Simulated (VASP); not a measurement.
# CrAgC4N4 (P-43m) in VASP: single point with PBE

Aim: the single point of CrAgC4N4 with PBE.

All numbers are computed with VASP 6.6.1; they aren't measurements. Logs are shortened: lines on timing, memory, paths and dates and some standing lists are left out, and cuts for length are marked.

**1. The cell of the first run**

Symmetry: P-43m, No. 215, cubic system. The conventional cell has a = 6.055 Å, b = 6.055 Å, c = 6.055 Å, α = 90.00°, β = 90.00°, γ = 90.00°. Within 2.5 Å of Cr (site symmetry -43m) lie 4 N at 1.91 Å. Within 2.8 Å of Ag (site symmetry -43m) lie 4 C at 2.15 Å. Within 1.6 Å of C (site symmetry 3m) lie 1 N at 1.18 Å. Within 1.6 Å of N (site symmetry 3m) lie 1 C at 1.18 Å.

**2. Single point, PBE, collinear spin, ferromagnetic start**

Contents of INCAR:

```
ALGO = Normal
EDIFF = 1E-6
ENCUT = 520
GGA = PE
ISIF = 2
ISMEAR = 0
ISPIN = 2
LASPH = T
LCHARG = F
LMAXMIX = 4
LORBIT = 11
LREAL = F
LWAVE = F
MAGMOM = 2.42 0 0 0 0 0 0 0 0 0
NBANDS = 44
NELM = 150
PREC = Accurate
SIGMA = 0.1
```

Contents of KPOINTS:

```
k-points
0
Gamma
  6 6 6
```

Contents of POSCAR:

```
CrAgC4N4
1.0
    6.0549558390      0.0000000000      0.0000000000
    0.0000000000      6.0549558390      0.0000000000
    0.0000000000      0.0000000000      6.0549558390
Cr Ag C N
1 1 4 4
Direct
    0.5000000000      0.5000000000      0.5000000000
    0.0000000000      0.0000000000      0.0000000000
    0.2051548524      0.2051548524      0.2051548524
    0.2051548524      0.7948451476      0.7948451476
    0.7948451476      0.2051548524      0.7948451476
    0.7948451476      0.7948451476      0.2051548524
    0.3176975739      0.3176975739      0.3176975739
    0.3176975739      0.6823024261      0.6823024261
    0.6823024261      0.3176975739      0.6823024261
    0.6823024261      0.6823024261      0.3176975739
```

Potentials or basis: VASP PAW PBE potentials, release 64 (Cr_pv, Ag, C, N).

Run with:

```console
> cat potpaw_PBE.64/Cr_pv/POTCAR potpaw_PBE.64/Ag/POTCAR potpaw_PBE.64/C/POTCAR potpaw_PBE.64/N/POTCAR > POTCAR
> mpirun -np 1 vasp_std > vasp.out
```

OUTCAR:

```text
EDIFF = 1E-6
   ENCUT = 520
   GGA = PE
   ISIF = 2
   ISMEAR = 0
   ISPIN = 2
   LASPH = T
   LORBIT = 11
   LREAL = F
   NELM = 150
   PREC = Accurate

 ion  position               nearest neighbor table
   1  0.500  0.500  0.500-   7 1.91   8 1.91   9 1.91  10 1.91
   2  0.000  0.000  0.000-   3 2.15   4 2.15   5 2.15   6 2.15
   3  0.205  0.205  0.205-   7 1.18   2 2.15
   4  0.205  0.795  0.795-   8 1.18   2 2.15
   5  0.795  0.205  0.795-   9 1.18   2 2.15
   6  0.795  0.795  0.205-  10 1.18   2 2.15
   7  0.318  0.318  0.318-   3 1.18   1 1.91
   8  0.318  0.682  0.682-   4 1.18   1 1.91
   9  0.682  0.318  0.682-   5 1.18   1 1.91
  10  0.682  0.682  0.318-   6 1.18   1 1.91

  LATTYP: Found a simple cubic cell.
 ALAT       =     6.0549558390

  Lattice vectors:

 A1 = (   6.0549558390,   0.0000000000,   0.0000000000)
 A2 = (   0.0000000000,   6.0549558390,   0.0000000000)
 A3 = (   0.0000000000,   0.0000000000,   6.0549558390)

Analysis of symmetry for initial positions (statically):
=====================================================================
 Subroutine PRICEL returns:
 Original cell was already a primitive cell.

 Routine SETGRP: Setting up the symmetry group for a
 simple cubic supercell.

 Subroutine GETGRP returns: Found 24 space group operations
 (whereof 24 operations were pure point group operations)
 out of a pool of 48 trial point group operations.

The static configuration has the point symmetry T_d .

Analysis of symmetry for dynamics (positions and initial velocities):
=====================================================================
 Subroutine PRICEL returns:
 Original cell was already a primitive cell.

 Routine SETGRP: Setting up the symmetry group for a
 simple cubic supercell.

 Subroutine GETGRP returns: Found 24 space group operations
 (whereof 24 operations were pure point group operations)
 out of a pool of 48 trial point group operations.

The dynamic configuration has the point symmetry T_d .

Analysis of structural, dynamic, and magnetic symmetry:
=====================================================================
 Subroutine PRICEL returns:
 Original cell was already a primitive cell.

 Routine SETGRP: Setting up the symmetry group for a
 simple cubic supercell.

 Subroutine GETGRP returns: Found 24 space group operations
 (whereof 24 operations were pure point group operations)
 out of a pool of 48 trial point group operations.

The overall configuration has the point symmetry T_d .

 Subroutine INISYM returns: Found 24 space group operations
 (whereof 24 operations are pure point group operations),
 and found     1 'primitive' translations

----------------------------------------------------------------------------------------

                                     Primitive cell

  volume of cell :     221.9898

  direct lattice vectors                    reciprocal lattice vectors
     6.054955839  0.000000000  0.000000000     0.165153971  0.000000000  0.000000000
     0.000000000  6.054955839  0.000000000     0.000000000  0.165153971  0.000000000
     0.000000000  0.000000000  6.054955839     0.000000000  0.000000000  0.165153971

  length of vectors
     6.054955839  6.054955839  6.054955839     0.165153971  0.165153971  0.165153971

  position of ions in fractional coordinates (direct lattice)
     0.500000000  0.500000000  0.500000000
     0.000000000  0.000000000  0.000000000
     0.205154852  0.205154852  0.205154852
     0.205154852  0.794845148  0.794845148
     0.794845148  0.205154852  0.794845148
     0.794845148  0.794845148  0.205154852
     0.317697574  0.317697574  0.317697574
     0.317697574  0.682302426  0.682302426
     0.682302426  0.317697574  0.682302426
     0.682302426  0.682302426  0.317697574

  ion indices of the primitive-cell ions
   primitive index   ion index
                 1           1
                 2           2
                 3           3
                 4           4
                 5           5
                 6           6
                 7           7
                 8           8
                 9           9
                10          10

----------------------------------------------------------------------------------------

 KPOINTS: k-points

Automatic generation of k-mesh.
 Grid dimensions read from file:
 generate k-points for:    6    6    6

 Generating k-lattice:

  Cartesian coordinates                     Fractional coordinates (reciprocal lattice)
     0.027525662  0.000000000  0.000000000     0.166666667  0.000000000  0.000000000
     0.000000000  0.027525662  0.000000000     0.000000000  0.166666667  0.000000000
     0.000000000  0.000000000  0.027525662     0.000000000  0.000000000  0.166666667

  Length of vectors
     0.027525662  0.027525662  0.027525662

  Shift w.r.t. Gamma in fractional coordinates (k-lattice)
     0.000000000  0.000000000  0.000000000

 Subroutine IBZKPT returns following result:
 ===========================================

 Found     20 irreducible k-points:

 Following reciprocal coordinates:
            Coordinates               Weight
  0.000000  0.000000  0.000000      1.000000
  0.166667  0.000000  0.000000      6.000000
  0.333333  0.000000  0.000000      6.000000
  0.500000  0.000000  0.000000      3.000000
  0.166667  0.166667  0.000000     12.000000
  0.333333  0.166667  0.000000     24.000000
[... 12 lines left out ...]
  0.500000  0.500000  0.333333      6.000000
  0.500000  0.500000  0.500000      1.000000
   k-points           NKPTS =     20   k-points in BZ     NKDIM =     20   number of bands    NBANDS=     44
   number of dos      NEDOS =    301   number of ions     NIONS =     10
   total plane-waves  NPLWV = 110592
   dimension x,y,z NGX =    48 NGY =   48 NGZ =   48
   dimension x,y,z NGXF=    96 NGYF=   96 NGZF=   96
   ions per type =               1   1   4   4
   NGX,Y,Z   is equivalent  to a cutoff of  13.18, 13.18, 13.18 a.u.
   NGXF,Y,Z  is equivalent  to a cutoff of  26.36, 26.36, 26.36 a.u.
 SYSTEM =  unknown system
   PREC   = accura    normal or accurate (medium, high low for compatibility)
   ISTART =      0    job   : 0-new  1-cont  2-samecut
   ICHARG =      2    charge: 1-file 2-atom 10-const
   ISPIN  =      2    spin polarized calculation?
   LNONCOLLINEAR =      F non collinear calculations
   LSORBIT =      F    spin-orbit coupling
   LASPH  =      T    aspherical Exc in radial PAW
   ENCUT  =  520.0 eV  38.22 Ry    6.18 a.u.  11.26 11.26 11.26*2*pi/ulx,y,z
   NELM   =    150;   NELMIN=  2; NELMDL= -5     # of ELM steps
   EDIFF  = 0.1E-05   stopping-criterion for ELM
   LREAL  =      F    real-space projection
   EDIFFG = 0.1E-04   stopping-criterion for IOM
   NSW    =      0    number of steps for IOM
   IBRION =     -1    ionic relax: 0-MD 1-quasi-New 2-CG
   NFREE  =      0    steps in history (QN), initial steepest desc. (CG)
   ISIF   =      2    stress and relaxation
   ISYM   =      2    0-nonsym 1-usesym 2-fastsym
   POTIM  = 0.5000    time-step for ionic-motion
   TEBEG  =    0.0;   TEEND  =   0.0 temperature during run
   PSTRESS=    0.0 pullay stress
   NELECT =      59.0000    total number of electrons
   NUPDOWN=      -1.0000    fix difference up-down
   EMIN   =  10.00;   EMAX   =-10.00  energy-range for DOS
   EFERMI =   0.00;   METHOD = LEGACY
   ISMEAR =     0;   SIGMA  =   0.10  broadening in eV -4-tet -1-fermi 0-gaus
   EFERMI_NEDOS =   21; number of points for ismear=-14 and -15
   IALGO  =     38    algorithm
   IMIX   =      4    mixing-type and parameters
     AMIX     =   0.40;   BMIX     =  1.00
     AMIX_MAG =   1.60;   BMIX_MAG =  1.00
  volume/ion in A,a.u.               =      22.20       149.81
  Fermi-wavevector in a.u.,A,eV,Ry     =   1.052562  1.989055 15.073726  1.107888
  Thomas-Fermi vector in A             =   2.187650
   LORBIT       =     11    0 simple, 1 ext, 2 COOP (PROOUT), +10 PAW based schemes
   GGA     = PE    functional components
   LHFCALC =     F    Hartree Fock is set to
   AEXX    =    0.0000 exact exchange contribution
   IVDW    =     0    specifies the selected vdW correction
   LEPSILON=     F    determine dielectric tensor
   LRPA    =     F    only Hartree local field effects (RPA)
 spin polarized calculation
 Gauss-broadening in eV      SIGMA  =   0.10
  energy-cutoff  :      520.00
  volume of cell :      221.99
 maximum number of plane-waves:      6031
 NGX is ok and might be reduce to    48
   NGX = 23   NGY = 23   NGZ = 23

 number of electron      58.9999970 magnetization       3.0014483

 Free energy of the ion-electron system (eV)
  ---------------------------------------------------
  ext. energy  EPLUGINS =         0.00000000
  ---------------------------------------------------
  free energy    TOTEN  =       -77.15722694 eV

  energy without entropy =      -77.10977736  energy(sigma->0) =      -77.13350215

 E-fermi :  -0.8530     XC(G=0):  -7.0055

 val. band max:       -0.8550911542   @ k =   0.5000   0.0000   0.0000
 cond. band min:      -0.8143374534   @ k =   0.1667   0.1667   0.0000
 fundamental gap:      0.0407537008
 Fermi energy:        -0.8530123161

 spin component 1

 k-point     1 :       0.0000    0.0000    0.0000
  band No.  band energies     occupation
      1     -45.9534      1.00000
      2     -45.9534      1.00000
      3     -45.9534      1.00000
      4     -18.7959      1.00000
      5     -18.6743      1.00000
      6     -18.6743      1.00000
[... 869 lines left out ...]
     40       4.0470      0.00000
     41       4.0470      0.00000
 Fermi energy:        -0.8530123161

 spin component 2

 k-point     1 :       0.0000    0.0000    0.0000
  band No.  band energies     occupation
      1     -43.1565      1.00000
      2     -43.1565      1.00000
      3     -43.1565      1.00000
      4     -18.7776      1.00000
      5     -18.6577      1.00000
      6     -18.6577      1.00000
[... 869 lines left out ...]
     40       4.4179      0.00000
     41       4.4179      0.00000
 [bands above 41 left out]

------------------------ aborting loop because EDIFF is reached ----------------------------------------

  FORCE on cell =-STRESS in cart. coord.  units (eV):
  Direction    XX          YY          ZZ          XY          YZ          ZX
  --------------------------------------------------------------------------------------
  -------------------------------------------------------------------------------------
  Total        0.4826095      0.4826095      0.4826095     -0.0000000      0.0000000      0.0000000
  in kB        3.4831610      3.4831610      3.4831610     -0.0000000      0.0000000      0.0000000
  external PRESSURE =       3.4831610 kB  Pullay stress =       0.0000000 kB

 VOLUME and BASIS-vectors are now :
 -----------------------------------------------------------------------------
  energy-cutoff  :      520.00
  volume of cell :      221.99
      direct lattice vectors                 reciprocal lattice vectors
     6.054955839  0.000000000  0.000000000     0.165153971  0.000000000  0.000000000
     0.000000000  6.054955839  0.000000000     0.000000000  0.165153971  0.000000000
     0.000000000  0.000000000  6.054955839     0.000000000  0.000000000  0.165153971

 POSITION                                       TOTAL-FORCE (eV/Angst)
 -----------------------------------------------------------------------------------
      3.02748      3.02748      3.02748         0.000000     -0.000000     -0.000000
      0.00000      0.00000      0.00000         0.000000     -0.000000     -0.000000
      1.24220      1.24220      1.24220        -0.188073     -0.188073     -0.188073
      1.24220      4.81275      4.81275        -0.188073      0.188073      0.188073
      4.81275      1.24220      4.81275         0.188073     -0.188073      0.188073
      4.81275      4.81275      1.24220         0.188073      0.188073     -0.188073
      1.92364      1.92364      1.92364         0.171287      0.171287      0.171287
      1.92364      4.13131      4.13131         0.171287     -0.171287     -0.171287
      4.13131      1.92364      4.13131        -0.171287      0.171287     -0.171287
      4.13131      4.13131      1.92364        -0.171287     -0.171287      0.171287
 -----------------------------------------------------------------------------------
    total drift:                                0.000000      0.000000     -0.000000

  FREE ENERGIE OF THE ION-ELECTRON SYSTEM (eV)
  ---------------------------------------------------
  free  energy   TOTEN  =       -77.1572269351 eV

  energy  without entropy=      -77.1097773589  energy(sigma->0) =      -77.13350215

 total charge

# of ion       s       p       d       tot
------------------------------------------
    1        0.339   6.358   4.041  10.738
    2        0.388   0.502   9.059   9.949
    3        0.973   1.533   0.000   2.506
    4        0.973   1.533   0.000   2.506
    5        0.973   1.533   0.000   2.506
    6        0.973   1.533   0.000   2.506
    7        1.301   2.623   0.000   3.924
    8        1.301   2.623   0.000   3.924
    9        1.301   2.623   0.000   3.924
   10        1.301   2.623   0.000   3.924
--------------------------------------------------
tot          9.825  23.481  13.101  46.407

 magnetization (x)

# of ion       s       p       d       tot
------------------------------------------
    1        0.019   0.047   2.606   2.672
    2       -0.002  -0.014  -0.017  -0.033
    3        0.005   0.048   0.000   0.054
    4        0.005   0.048   0.000   0.054
    5        0.005   0.048   0.000   0.054
    6        0.005   0.048   0.000   0.054
    7       -0.002  -0.046   0.000  -0.049
    8       -0.002  -0.046   0.000  -0.049
    9       -0.002  -0.046   0.000  -0.049
   10       -0.002  -0.046   0.000  -0.049
--------------------------------------------------
tot          0.030   0.040   2.589   2.660
```

Wall time 13 min (1 thread of Intel Xeon 8259CL, shared host); peak memory 0.6 GiB.

What came out:

```
Free energy                                           : -77.1572 eV
Pressure                                              : 0.3 GPa
Largest force                                         : 0.326 eV/Å
Band gap on the k mesh                                : zero (filled and empty bands overlap)
Net moment                                            : 3.00 μB per cell
Site moments                                          : Cr +2.67; Ag -0.03; C +0.05; N -0.05 μB
Valence electrons inside the program's atomic spheres : Cr 10.74; Ag 9.95; C 2.51; N 3.92
```

Forces on the atoms (eV/Å):
```
Cr   0.000  0.000  0.000
Ag   0.000  0.000  0.000
C   -0.188 -0.188 -0.188
C   -0.188  0.188  0.188
C    0.188 -0.188  0.188
C    0.188  0.188 -0.188
N    0.171  0.171  0.171
N    0.171 -0.171 -0.171
N   -0.171  0.171 -0.171
N   -0.171 -0.171  0.171
```

Caveat: a cell with one magnetic atom can't hold antiferromagnetic order, which such compounds often take. With open d or f shells a metallic result of PBE can be an artefact of self-interaction; +U or a hybrid may open a gap.

The gap in the log of VASP goes by the Fermi energy; the results here count the filled bands.